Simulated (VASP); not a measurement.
# Sn (Im-3m) in VASP: further runs

Sn is run at these levels: r2SCAN; tasks: single point.

Program: VASP 6.6.1. These are calculated values, not measurements. Logs are shortened: lines on timing, memory, paths and dates and some standing lists are left out, and cuts for length are marked.

### 1 The cell of the first run

It takes space group Im-3m (No. 229, cubic). Conventional cell: a = 3.712 Å, b = 3.712 Å, c = 3.712 Å, α = 90.00°, β = 90.00°, γ = 90.00°. Sn (site symmetry m-3m) has 14 Sn at 3.21 to 3.71 Å within 4.2 Å.

This isn't the form of Sn at room conditions, which is tetragonal (white tin).

### 2 Single point, r2SCAN (25.57 Å³/atom)

POSCAR

```
Sn
1.0
   -1.8559746029      1.8559746029      1.8559746029
    1.8559746029     -1.8559746029      1.8559746029
    1.8559746029      1.8559746029     -1.8559746029
Sn
1
Direct
    0.0000000000      0.0000000000      0.0000000000
```

INCAR.step1

```
SYSTEM = Sn
PREC = Accurate
ENCUT = 550
ISMEAR = -1
SIGMA = 0.05
LREAL = .FALSE.
LASPH = .TRUE.
NELM = 120
NBANDS = 13
GGA = PE
ALGO = Normal
EDIFF = 1E-5
LWAVE = .TRUE.
LCHARG = .FALSE.
GGA_COMPAT = .FALSE.
```

INCAR.step2

```
SYSTEM = Sn
PREC = Accurate
ENCUT = 550
EDIFF = 1E-6
ISMEAR = -1
SIGMA = 0.05
LREAL = .FALSE.
LASPH = .TRUE.
NELM = 120
ALGO = Normal
ISIF = 2
LWAVE = .FALSE.
LCHARG = .FALSE.
METAGGA = R2SCAN
LMIXTAU = .TRUE.
NBANDS = 13
ISTART = 1
GGA_COMPAT = .FALSE.
```

KPOINTS

```
regular mesh
0
G
  10 10 10
  0 0 0
```

Potentials or basis: VASP PAW PBE potentials, release 64 (Sn_d).

Command:

```
cat potpaw_PBE.64/Sn_d/POTCAR > POTCAR
cp INCAR.step1 INCAR
mpirun -np 1 vasp_std > vasp.out
cp INCAR.step2 INCAR
mpirun -np 1 vasp_std > vasp.out
```

OUTCAR:

```text
SYSTEM = Sn
   PREC = Accurate
   ENCUT = 550
   EDIFF = 1E-6
   ISMEAR = -1
   LREAL = .FALSE.
   LASPH = .TRUE.
   NELM = 120
   ISIF = 2
   METAGGA = R2SCAN
   ISTART = 1

 ion  position               nearest neighbor table
   1  0.000  0.000  0.000-

  LATTYP: Found a body centered cubic cell.
 ALAT       =     3.7119492058

  Lattice vectors:

 A1 = (  -1.8559746029,   1.8559746029,   1.8559746029)
 A2 = (   1.8559746029,  -1.8559746029,   1.8559746029)
 A3 = (   1.8559746029,   1.8559746029,  -1.8559746029)

Analysis of symmetry for initial positions (statically):
=====================================================================
 Subroutine PRICEL returns:
 Original cell was already a primitive cell.

 Routine SETGRP: Setting up the symmetry group for a
 body centered cubic supercell.

 Subroutine GETGRP returns: Found 48 space group operations
 (whereof 48 operations were pure point group operations)
 out of a pool of 48 trial point group operations.

The static configuration has the point symmetry O_h .

Analysis of symmetry for dynamics (positions and initial velocities):
=====================================================================
 Subroutine PRICEL returns:
 Original cell was already a primitive cell.

 Routine SETGRP: Setting up the symmetry group for a
 body centered cubic supercell.

 Subroutine GETGRP returns: Found 48 space group operations
 (whereof 48 operations were pure point group operations)
 out of a pool of 48 trial point group operations.

The dynamic configuration has the point symmetry O_h .

 Subroutine INISYM returns: Found 48 space group operations
 (whereof 48 operations are pure point group operations),
 and found     1 'primitive' translations

----------------------------------------------------------------------------------------

                                     Primitive cell

  volume of cell :      25.5727

  direct lattice vectors                    reciprocal lattice vectors
    -1.855974603  1.855974603  1.855974603     0.000000000  0.269400238  0.269400238
     1.855974603 -1.855974603  1.855974603     0.269400238  0.000000000  0.269400238
     1.855974603  1.855974603 -1.855974603     0.269400238  0.269400238  0.000000000

  length of vectors
[... 76 lines left out ...]
   LSORBIT =      F    spin-orbit coupling
   LASPH  =      T    aspherical Exc in radial PAW
   ENCUT  =  550.0 eV  40.42 Ry    6.36 a.u.   6.15  6.15  6.15*2*pi/ulx,y,z
   NELM   =    120;   NELMIN=  2; NELMDL=  0     # of ELM steps
   EDIFF  = 0.1E-05   stopping-criterion for ELM
   LREAL  =      F    real-space projection
[... 7 lines left out ...]
   TEBEG  =    0.0;   TEEND  =   0.0 temperature during run
   PSTRESS=    0.0 pullay stress
   NELECT =      14.0000    total number of electrons
   NUPDOWN=      -1.0000    fix difference up-down
   EMIN   =  10.00;   EMAX   =-10.00  energy-range for DOS
   EFERMI =   0.00;   METHOD = LEGACY
   ISMEAR =    -1;   SIGMA  =   0.05  broadening in eV -4-tet -1-fermi 0-gaus
   EFERMI_NEDOS =   21; number of points for ismear=-14 and -15
   IALGO  =     38    algorithm
   IMIX   =      4    mixing-type and parameters
     AMIX     =   0.40;   BMIX     =  1.00
     AMIX_MAG =   1.60;   BMIX_MAG =  1.00
  volume/ion in A,a.u.               =      25.57       172.57
  Fermi-wavevector in a.u.,A,eV,Ry     =   1.339241  2.530799 24.402962  1.793567
  Thomas-Fermi vector in A             =   2.467649
   LORBIT       =      0    0 simple, 1 ext, 2 COOP (PROOUT), +10 PAW based schemes
   METAGGA = R2SCAN    functional components
   LHFCALC =     F    Hartree Fock is set to
   AEXX    =    0.0000 exact exchange contribution
   IVDW    =     0    specifies the selected vdW correction
   LEPSILON=     F    determine dielectric tensor
   LRPA    =     F    only Hartree local field effects (RPA)
 non-spin polarized calculation
  energy-cutoff  :      550.00
  volume of cell :       25.57
 maximum number of plane-waves:       767
 NGX is ok and might be reduce to    28
   NGX = 13   NGY = 13   NGZ = 13

 number of electron      14.0000006 magnetization

 Free energy of the ion-electron system (eV)
  ---------------------------------------------------
  ext. energy  EPLUGINS =         0.00000000
  ---------------------------------------------------
  free energy    TOTEN  =       -24.48188677 eV

  energy without entropy =      -24.47702178  energy(sigma->0) =      -24.47945427

 E-fermi :   8.7968     XC(G=0): -11.6014

 val. band max:        8.7171753910   @ k =   0.2000   0.2000   0.2000
 cond. band min:       8.8320462231   @ k =   0.2000   0.2000   0.0000
 fundamental gap:      0.1148708321
 Fermi energy:         8.7967891450

 k-point     1 :       0.0000    0.0000    0.0000
  band No.  band energies     occupation
      1     -13.5297      2.00000
      2     -13.5297      2.00000
      3     -13.5297      2.00000
      4     -13.3471      2.00000
      5     -13.3471      2.00000
      6      -3.3387      2.00000
      7      17.8558      0.00000
      8      17.8558      0.00000
      9      17.8558      0.00000
     10      21.8112      0.00000
     11      21.8112      0.00000
     12      21.8112      0.00000
     13      22.4969      0.00000
[... 354 lines left out ...]
  band No.  band energies     occupation
      1     -13.5414      2.00000
      2     -13.4848      2.00000
      3     -13.3905      2.00000
      4     -13.3591      2.00000
      5     -13.3456      2.00000
      6      -0.9010      2.00000
      7       9.0683      0.00873
      8      13.0324      0.00000
      9      14.6319      0.00000
     10      18.7168      0.00000
     11      19.5888      0.00000
     12      20.8437      0.00000
     13      27.1816      0.00000

 [... further k-points ...]

------------------------ aborting loop because EDIFF is reached ----------------------------------------

  FORCE on cell =-STRESS in cart. coord.  units (eV):
  Direction    XX          YY          ZZ          XY          YZ          ZX
  --------------------------------------------------------------------------------------
  -------------------------------------------------------------------------------------
  Total        0.4119825      0.4119825      0.4119825      0.0000000      0.0000000     -0.0000000
  in kB       25.8115011     25.8115011     25.8115011      0.0000000      0.0000000     -0.0000000
  external PRESSURE =      25.8115011 kB  Pullay stress =       0.0000000 kB

 VOLUME and BASIS-vectors are now :
 -----------------------------------------------------------------------------
  energy-cutoff  :      550.00
  volume of cell :       25.57
      direct lattice vectors                 reciprocal lattice vectors
    -1.855974603  1.855974603  1.855974603     0.000000000  0.269400238  0.269400238
     1.855974603 -1.855974603  1.855974603     0.269400238  0.000000000  0.269400238
     1.855974603  1.855974603 -1.855974603     0.269400238  0.269400238  0.000000000

 POSITION                                       TOTAL-FORCE (eV/Angst)
 -----------------------------------------------------------------------------------
      0.00000      0.00000      0.00000         0.000000      0.000000     -0.000000
 -----------------------------------------------------------------------------------
    total drift:                               -0.000000     -0.000000     -0.000000

  FREE ENERGIE OF THE ION-ELECTRON SYSTEM (eV)
  ---------------------------------------------------
  free  energy   TOTEN  =       -24.4818867657 eV

  energy  without entropy=      -24.4770217779  energy(sigma->0) =      -24.47945427
```

OSZICAR.step1:

```text
N       E                     dE             d eps       ncg     rms          rms(c)
DAV:   1     0.866644937386E+02    0.86664E+02   -0.73453E+03  1252   0.167E+03
DAV:   2     0.235805249086E+01   -0.84306E+02   -0.81606E+02  1297   0.367E+02
DAV:   3    -0.363714004033E+01   -0.59952E+01   -0.59733E+01  1452   0.767E+01
DAV:   4    -0.375197384890E+01   -0.11483E+00   -0.11481E+00  1477   0.114E+01
DAV:   5    -0.375560194354E+01   -0.36281E-02   -0.36280E-02  1576   0.194E+00    0.149E+00
DAV:   6    -0.374377258307E+01    0.11829E-01   -0.11362E-02  1535   0.191E+00    0.827E-01
DAV:   7    -0.373969267808E+01    0.40799E-02   -0.74926E-03  1552   0.149E+00    0.109E-01
DAV:   8    -0.373952220211E+01    0.17048E-03   -0.73996E-04  1487   0.458E-01    0.240E-02
DAV:   9    -0.373952129675E+01    0.90535E-06   -0.11279E-05  1132   0.487E-02
   1 F= -.37395213E+01 E0= -.37364542E+01  d E =-.613413E-02
```

Run time: 69 s. Hardware: 1 thread of Intel Xeon 8259CL, shared host; peak memory 0.17 GiB.

Results:

```
Free energy            : -24.4819 eV
Pressure               : 2.6 GPa
Band gap on the k mesh : zero (bands 7 and 8 overlap by 11.68 eV)
```

Caveat: the PAW data sets were made with another functional, which shifts forces and pressure a little; spin-orbit coupling is left out, which moves the levels of the heavy elements.

### 3 Single point, r2SCAN (27.75 Å³/atom)

This run uses another cell than the first one, of 27.75 Å³/atom.

POSCAR

```
Sn
1.0
   -1.9071995479      1.9071995479      1.9071995479
    1.9071995479     -1.9071995479      1.9071995479
    1.9071995479      1.9071995479     -1.9071995479
Sn
1
Direct
    0.0000000000      0.0000000000      0.0000000000
```

INCAR.step1

```
PREC = Accurate ; ENCUT = 550
ISMEAR = -1 ; SIGMA = 0.05
LREAL = F ; LASPH = T
NELM = 120 ; NBANDS = 13
GGA = PE ; ALGO = Normal
EDIFF = 1E-5 ; LWAVE = T
LCHARG = F ; GGA_COMPAT = F
```

INCAR.step2

```
PREC = Accurate ; ENCUT = 550
EDIFF = 1E-6 ; ISMEAR = -1
SIGMA = 0.05 ; LREAL = F
LASPH = T ; NELM = 120
ALGO = Normal ; ISIF = 2
LWAVE = F ; LCHARG = F
METAGGA = R2SCAN ; LMIXTAU = T
NBANDS = 13 ; ISTART = 1
GGA_COMPAT = F
```

KPOINTS

```
Automatic mesh
0
Gamma
  10 10 10
```

Potentials or basis: VASP PAW PBE potentials, release 64 (Sn_d).

Command:

```
cat potpaw_PBE.64/Sn_d/POTCAR > POTCAR
cp INCAR.step1 INCAR
mpirun -np 1 vasp_std > vasp.out
cp INCAR.step2 INCAR
mpirun -np 1 vasp_std > vasp.out
```

Run time: 69 s. Hardware: 1 thread of Intel Xeon 8259CL, shared host; peak memory 0.17 GiB.

The run converged. Its results:

- Free energy: -24.4869 eV
- Pressure: -1.6 GPa
- Band gap on the k mesh: zero (bands 7 and 8 overlap by 10.57 eV)

Levels at points of the mesh, in eV from the Fermi level:
```tsv
k point	band 4	band 5	band 6	band 7	band 8	band 9	band 10	band 11
(0.00, 0.00, 0.00)	-22.09	-22.09	-11.47	8.25	8.25	8.25	12.90	12.90
(0.50, 0.00, 0.00)	-22.10	-22.01	-6.60	-4.55	3.69	5.80	8.48	8.58
(0.50, 0.50, 0.50)	-22.03	-22.03	-2.43	-0.55	-0.55	-0.55	4.23	4.23
```

Caveat: the PAW data sets were made with another functional, which shifts forces and pressure a little; spin-orbit coupling is left out, which moves the levels of the heavy elements.

The gap in the log of VASP goes by the Fermi energy; the results here count the filled bands.